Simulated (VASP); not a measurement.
# Cu (C2/c) in VASP: further runs

Runs on Cu. Level: PBEsol. Tasks: single point.

Program: VASP 6.6.1. These are calculated values, not measurements. Logs are shortened: lines on timing, memory, paths and dates and some standing lists are left out, and cuts for length are marked.

## 1. The cell of the first run

It takes space group C2/c (No. 15, monoclinic). Conventional cell: a = 3.988 Å, b = 2.886 Å, c = 3.988 Å, α = 90.00°, β = 92.71°, γ = 90.00°. Cu (site symmetry 2) has 14 Cu at 2.38 to 2.89 Å within 3.1 Å.

## 2. Single point, PBEsol (atoms displaced along a vibrational mode)

File INCAR:

```
SYSTEM = Cu
PREC     = Accurate       ! precision mode
ENCUT    = 520            ! plane-wave cutoff, eV
EDIFF    = 1E-7           ! SCF threshold, eV
ISMEAR   = 0              ! smearing method
SIGMA    = 0.15           ! smearing width, eV
LREAL    = .FALSE.        ! projectors in reciprocal space
LASPH    = .TRUE.         ! aspherical terms in the spheres
NELM     = 80             ! most SCF steps
ALGO     = Fast           ! electronic algorithm
ISIF     = 2              ! what is computed and relaxed
LWAVE    = .FALSE.        ! write WAVECAR
LCHARG   = .FALSE.        ! write CHGCAR
GGA      = PS             ! functional
NBANDS   = 18             ! bands
```

File KPOINTS:

```
Automatic mesh
0
G
  20 20 12
  0 0 0
```

File POSCAR:

```
Cu
1.0
    1.4427933200     -1.4427933200     -1.3760814500
    1.4427933200      1.4427933200     -1.3760814500
    2.8855866400      0.0000000000      2.7521629000
Cu
2
Direct
    0.0259912487     -0.0259912487      0.0000000000
    0.4740087513      0.5259912487      0.5000000000
```

Potentials or basis: VASP PAW PBE potentials, release 64 (Cu).

On the command line:

```bash
$ cat potpaw_PBE.64/Cu/POTCAR > POTCAR
$ mpirun -np 1 vasp_std > vasp.out
```

OUTCAR:

```text
SYSTEM = Cu
   PREC = Accurate
   ENCUT = 520
   EDIFF = 1E-7
   ISMEAR = 0
   LREAL = .FALSE.
   LASPH = .TRUE.
   NELM = 80
   ISIF = 2
   GGA = PS

 ion  position               nearest neighbor table
   1  0.026  0.974  0.000-   2 2.38   2 2.38   2 2.55   2 2.55   2 2.76   2 2.76
   2  0.474  0.526  0.500-   1 2.38   1 2.38   1 2.55   1 2.55   1 2.76   1 2.76

  LATTYP: Found a base centered monoclinic cell.
 ALAT       =     3.9876071628
 B/A-ratio  =     0.7236386440
 C/A-ratio  =     1.0000000000
 COS(beta)  =    -0.0473057741

  Lattice vectors:

 A1 = (  -1.4427933200,   1.4427933200,   1.3760814500)
 A2 = (  -1.4427933200,  -1.4427933200,   1.3760814500)
 A3 = (   2.8855866400,   0.0000000000,   2.7521629000)

Analysis of symmetry for initial positions (statically):
=====================================================================
 Subroutine PRICEL returns:
 Original cell was already a primitive cell.

 Routine SETGRP: Setting up the symmetry group for a
 base centered monoclinic supercell.

 Subroutine GETGRP returns: Found  4 space group operations
 (whereof  2 operations were pure point group operations)
 out of a pool of  4 trial point group operations.

The static configuration has the point symmetry C_2 .
 The point group associated with its full space group is C_2h.

Analysis of symmetry for dynamics (positions and initial velocities):
=====================================================================
 Subroutine PRICEL returns:
 Original cell was already a primitive cell.

 Routine SETGRP: Setting up the symmetry group for a
 base centered monoclinic supercell.

 Subroutine GETGRP returns: Found  4 space group operations
 (whereof  2 operations were pure point group operations)
 out of a pool of  4 trial point group operations.

The dynamic configuration has the point symmetry C_2 .
 The point group associated with its full space group is C_2h.

 Subroutine INISYM returns: Found  4 space group operations
 (whereof  2 operations are pure point group operations),
 and found     1 'primitive' translations

----------------------------------------------------------------------------------------

                                     Primitive cell

  volume of cell :      22.9162

  direct lattice vectors                    reciprocal lattice vectors
     1.442793320 -1.442793320 -1.376081450     0.173274991 -0.346549983 -0.181675293
     1.442793320  1.442793320 -1.376081450     0.173274991  0.346549983 -0.181675293
     2.885586640  0.000000000  2.752162900     0.173274991  0.000000000  0.181675293

  length of vectors
     2.461078074  2.461078074  3.987607163     0.427933435  0.427933435  0.251058030

  position of ions in fractional coordinates (direct lattice)
     0.025991249  0.974008751  0.000000000
     0.474008751  0.525991249  0.500000000

  ion indices of the primitive-cell ions
   primitive index   ion index
                 1           1
                 2           2

----------------------------------------------------------------------------------------

 KPOINTS: Automatic mesh

Automatic generation of k-mesh.
 Grid dimensions read from file:
 generate k-points for:   20   20   12

 Generating k-lattice:

  Cartesian coordinates                     Fractional coordinates (reciprocal lattice)
     0.008663750 -0.017327499 -0.009083765     0.050000000 -0.000000000  0.000000000
     0.008663750  0.017327499 -0.009083765    -0.000000000  0.050000000  0.000000000
     0.014439583  0.000000000  0.015139608     0.000000000  0.000000000  0.083333333

  Length of vectors
     0.021396672  0.021396672  0.020921503

  Shift w.r.t. Gamma in fractional coordinates (k-lattice)
     0.000000000  0.000000000  0.000000000

 Subroutine IBZKPT returns following result:
 ===========================================

 Found   1272 irreducible k-points:

 Following reciprocal coordinates:
            Coordinates               Weight
  0.000000  0.000000  0.000000      1.000000
  0.050000 -0.000000  0.000000      4.000000
  0.100000 -0.000000  0.000000      4.000000
  0.150000 -0.000000  0.000000      4.000000
  0.200000 -0.000000  0.000000      4.000000
  0.250000 -0.000000  0.000000      4.000000
[... 16 lines left out ...]
 -0.400000  0.050000 -0.000000      4.000000
 -0.350000  0.050000 -0.000000      4.000000
 [... further k-points ...]
   k-points           NKPTS =   1272   k-points in BZ     NKDIM =   1272   number of bands    NBANDS=     18
   number of dos      NEDOS =    301   number of ions     NIONS =      2
   total plane-waves  NPLWV =   9720
   dimension x,y,z NGX =    18 NGY =   18 NGZ =   30
   dimension x,y,z NGXF=    36 NGYF=   36 NGZF=   60
   ions per type =               2
   NGX,Y,Z   is equivalent  to a cutoff of  12.16, 12.16, 12.51 a.u.
   NGXF,Y,Z  is equivalent  to a cutoff of  24.32, 24.32, 25.01 a.u.
 SYSTEM =  Cu
   PREC   = accura    normal or accurate (medium, high low for compatibility)
   ISTART =      0    job   : 0-new  1-cont  2-samecut
   ICHARG =      2    charge: 1-file 2-atom 10-const
   ISPIN  =      1    spin polarized calculation?
   LNONCOLLINEAR =      F non collinear calculations
   LSORBIT =      F    spin-orbit coupling
   LASPH  =      T    aspherical Exc in radial PAW
   ENCUT  =  520.0 eV  38.22 Ry    6.18 a.u.   4.58  4.58  7.41*2*pi/ulx,y,z
   NELM   =     80;   NELMIN=  2; NELMDL= -5     # of ELM steps
   EDIFF  = 0.1E-06   stopping-criterion for ELM
   LREAL  =      F    real-space projection
   EDIFFG = 0.1E-05   stopping-criterion for IOM
   NSW    =      0    number of steps for IOM
   IBRION =     -1    ionic relax: 0-MD 1-quasi-New 2-CG
   NFREE  =      0    steps in history (QN), initial steepest desc. (CG)
   ISIF   =      2    stress and relaxation
   ISYM   =      2    0-nonsym 1-usesym 2-fastsym
   POTIM  = 0.5000    time-step for ionic-motion
   TEBEG  =    0.0;   TEEND  =   0.0 temperature during run
   PSTRESS=    0.0 pullay stress
   NELECT =      22.0000    total number of electrons
   NUPDOWN=      -1.0000    fix difference up-down
   EMIN   =  10.00;   EMAX   =-10.00  energy-range for DOS
   EFERMI =   0.00;   METHOD = LEGACY
   ISMEAR =     0;   SIGMA  =   0.15  broadening in eV -4-tet -1-fermi 0-gaus
   EFERMI_NEDOS =   21; number of points for ismear=-14 and -15
   IALGO  =     68    algorithm
   IMIX   =      4    mixing-type and parameters
     AMIX     =   0.40;   BMIX     =  1.00
     AMIX_MAG =   1.60;   BMIX_MAG =  1.00
  volume/ion in A,a.u.               =      11.46        77.32
  Fermi-wavevector in a.u.,A,eV,Ry     =   1.614984  3.051878 35.486359  2.608174
  Thomas-Fermi vector in A             =   2.709805
   LORBIT       =      0    0 simple, 1 ext, 2 COOP (PROOUT), +10 PAW based schemes
   GGA     = PS    functional components
   LHFCALC =     F    Hartree Fock is set to
   AEXX    =    0.0000 exact exchange contribution
   IVDW    =     0    specifies the selected vdW correction
   LEPSILON=     F    determine dielectric tensor
   LRPA    =     F    only Hartree local field effects (RPA)
 non-spin polarized calculation
 RMM-DIIS sequential band-by-band and
 Gauss-broadening in eV      SIGMA  =   0.15
  energy-cutoff  :      520.00
  volume of cell :       22.92
 maximum number of plane-waves:       636
   NGX =  9   NGY =  9   NGZ = 15

 number of electron      22.0000013 magnetization

 Free energy of the ion-electron system (eV)
  ---------------------------------------------------
  ext. energy  EPLUGINS =         0.00000000
  ---------------------------------------------------
  free energy    TOTEN  =        -8.50306352 eV

  energy without entropy =       -8.49514033  energy(sigma->0) =       -8.49910192

 E-fermi :   7.7667     XC(G=0): -13.0840

 val. band max:        7.7644535024   @ k =  -0.1000   0.5000   0.0833
 cond. band min:       7.7670904255   @ k =   0.5000   0.1500   0.0000
 fundamental gap:      0.0026369231
 Fermi energy:         7.7666528101

 k-point     1 :       0.0000    0.0000    0.0000
  band No.  band energies     occupation
      1      -1.8338      2.00000
      2       2.5951      2.00000
      3       3.7718      2.00000
      4       4.4516      2.00000
      5       4.6111      2.00000
      6       4.6471      2.00000
[... 10 lines left out ...]
     17      31.7745      0.00000
     18      32.7402      0.00000

 k-point     2 :       0.0500   -0.0000    0.0000
  band No.  band energies     occupation
      1      -1.7610      2.00000
      2       2.6362      2.00000
      3       3.7799      2.00000
      4       4.4554      2.00000
      5       4.6169      2.00000
      6       4.6533      2.00000
[... 10 lines left out ...]
     17      31.8293      0.00000
     18      32.5749      0.00000

 k-point     3 :       0.1000   -0.0000    0.0000
  band No.  band energies     occupation
      1      -1.5439      2.00000
      2       2.7549      2.00000
      3       3.8016      2.00000
      4       4.4512      2.00000
      5       4.6048      2.00000
      6       4.7148      2.00000
[... 10 lines left out ...]
     17      30.4561      0.00000
     18      31.6065      0.00000

 k-point     4 :       0.1500   -0.0000    0.0000
  band No.  band energies     occupation
      1      -1.1872      2.00000
      2       2.9374      2.00000
      3       3.8299      2.00000
      4       4.4221      2.00000
      5       4.5702      2.00000
      6       4.8478      2.00000
[... 375 lines left out ...]
      4       4.0271      2.00000
      5       4.1807      2.00000
      6       4.3651      2.00000
[... 10 lines left out ...]
     17      23.2306      0.00000
     18      28.0045      0.00000

 k-point    23 :      -0.4000    0.0500   -0.0000
  band No.  band energies     occupation
      1       2.2910      2.00000
      2       3.4780      2.00000
      3       3.8476      2.00000
      4       4.0945      2.00000
      5       4.2085      2.00000
      6       4.3562      2.00000
[... 10 lines left out ...]
     17      22.9086      0.00000
     18      28.4980      0.00000

 k-point    24 :      -0.3500    0.0500   -0.0000
  band No.  band energies     occupation
      1       1.6119      2.00000
      2       3.5245      2.00000
      3       3.9416      2.00000
      4       4.1152      2.00000
      5       4.2270      2.00000
      6       4.3621      2.00000
[... 10 lines left out ...]
     17      22.7166      0.00000
     18      29.0992      0.00000

 [... further k-points ...]
[... 5 lines left out ...]
  --------------------------------------------------------------------------------------
  -------------------------------------------------------------------------------------
  Total        0.1000095     -0.0458552      0.0545683      0.0000000      0.0000000      0.1787781
  in kB        6.9921268     -3.2059510      3.8151231      0.0000000      0.0000000     12.4992062
  external PRESSURE =       2.5337663 kB  Pullay stress =       0.0000000 kB

 VOLUME and BASIS-vectors are now :
 -----------------------------------------------------------------------------
  energy-cutoff  :      520.00
  volume of cell :       22.92
      direct lattice vectors                 reciprocal lattice vectors
     1.442793320 -1.442793320 -1.376081450     0.173274991 -0.346549983 -0.181675293
     1.442793320  1.442793320 -1.376081450     0.173274991  0.346549983 -0.181675293
     2.885586640  0.000000000  2.752162900     0.173274991  0.000000000  0.181675293

 POSITION                                       TOTAL-FORCE (eV/Angst)
 -----------------------------------------------------------------------------------
      1.44279      1.36779     -1.37608        -0.000000      0.543393      0.000000
      2.88559      0.07500      0.00000         0.000000     -0.543393     -0.000000
 -----------------------------------------------------------------------------------
    total drift:                                0.000000      0.000000      0.000000

  FREE ENERGIE OF THE ION-ELECTRON SYSTEM (eV)
  ---------------------------------------------------
  free  energy   TOTEN  =        -8.5030635184 eV

  energy  without entropy=       -8.4951403281  energy(sigma->0) =       -8.49910192
```

Wall time 3.5 min (1 thread of Intel Xeon 6975P-C (Granite Rapids), shared host); peak memory 0.49 GiB.

What came out:

* Free energy: -8.5031 eV
* Pressure: 0.3 GPa
* Largest force: 0.543 eV/Å
* Band gap on the k mesh: zero (bands 11 and 12 overlap by 6.61 eV)

Forces in eV/Å, atoms in the order of the input:
```
Cu   0.000  0.543  0.000
Cu   0.000 -0.543  0.000
```

Caveat: the cell differs from its parent crystal (atoms displaced along a vibrational mode); the PAW data sets were made with another functional, which shifts forces and pressure a little.

## 3. Single point, PBEsol (atoms displaced along a vibrational mode)

File INCAR:

```
PREC     = Accurate       # precision mode
ENCUT    = 520            # plane-wave cutoff, eV
EDIFF    = 1E-6           # SCF threshold, eV
ISMEAR   = 0              # smearing method
SIGMA    = 0.15           # smearing width, eV
LREAL    = False          # projectors in reciprocal space
LASPH    = True           # aspherical terms in the spheres
NELM     = 80             # most SCF steps
ALGO     = Fast           # electronic algorithm
ISIF     = 2              # what is computed and relaxed
LWAVE    = False          # write WAVECAR
LCHARG   = True           # write CHGCAR
GGA      = PS             # functional
LELF     = True           # ELF
LVHAR    = True         
NBANDS   = 18             # bands
```

File KPOINTS:

```
regular mesh
0
Gamma
  20 20 12
```

File POSCAR:

```
Cu
1.0
    1.4427933200     -1.4427933200     -1.3760814500
    1.4427933200      1.4427933200     -1.3760814500
    2.8855866400      0.0000000000      2.7521629000
Cu
2
Direct
    0.0909693704     -0.0909693704      0.0000000000
    0.4090306296      0.5909693704      0.5000000000
```

Potentials or basis: VASP PAW PBE potentials, release 64 (Cu).

On the command line:

```bash
$ cat potpaw_PBE.64/Cu/POTCAR > POTCAR
$ mpirun -np 1 vasp_std > vasp.out
```

Wall time 3 min (1 thread of Intel Xeon 6975P-C (Granite Rapids), shared host); peak memory 0.5 GiB.

Results (log left out):

```
Free energy            : -8.0544 eV
Pressure               : 9.6 GPa
Largest force          : 1.803 eV/Å
Band gap on the k mesh : zero (bands 11 and 12 overlap by 6.32 eV)
```

Forces on the atoms (eV/Å):
```
Cu   0.000  1.803  0.000
Cu   0.000 -1.803  0.000
```

Stress tensor (GPa, compression positive):
```
15.61  0.00 14.68
 0.00 -0.22  0.00
14.68  0.00 13.34
```

Levels at points of the mesh, in eV from the Fermi level:
| k point | band 7 | band 8 | band 9 | band 10 | band 11 | band 12 | band 13 | band 14 | band 15 | band 16 |
| --- | --- | --- | --- | --- | --- | --- | --- | --- | --- | --- |
| (0.00, 0.00, 0.00) | -2.42 | -2.23 | -2.11 | -1.93 | -1.87 | -0.51 | 4.78 | 18.30 | 18.96 | 19.91 |
| (0.50, 0.00, 0.00) | -2.48 | -2.08 | -2.00 | -1.85 | -0.42 | 1.02 | 7.08 | 8.21 | 10.42 | 11.45 |
| (0.50, 0.50, 0.00) | -1.90 | -1.52 | -1.42 | -1.40 | -0.56 | 4.68 | 7.71 | 9.17 | 9.55 | 11.42 |
| (0.00, 0.00, 0.50) | -2.30 | -2.30 | -2.05 | -2.05 | -1.77 | -1.77 | 14.18 | 14.18 | 19.37 | 19.37 |
| (0.50, 0.00, 0.50) | -2.04 | -2.01 | -1.68 | -1.67 | -0.14 | 0.15 | 3.74 | 4.26 | 17.65 | 17.89 |
| (0.50, 0.50, 0.50) | -1.67 | -1.67 | -1.45 | -1.45 | 3.48 | 3.48 | 5.70 | 5.70 | 10.36 | 10.36 |

Caveat: the cell differs from its parent crystal (atoms displaced along a vibrational mode); the stress differs along the axes, from -0 to 16 GPa; the PAW data sets were made with another functional, which shifts forces and pressure a little.

(Continued in part 2 of 2.)
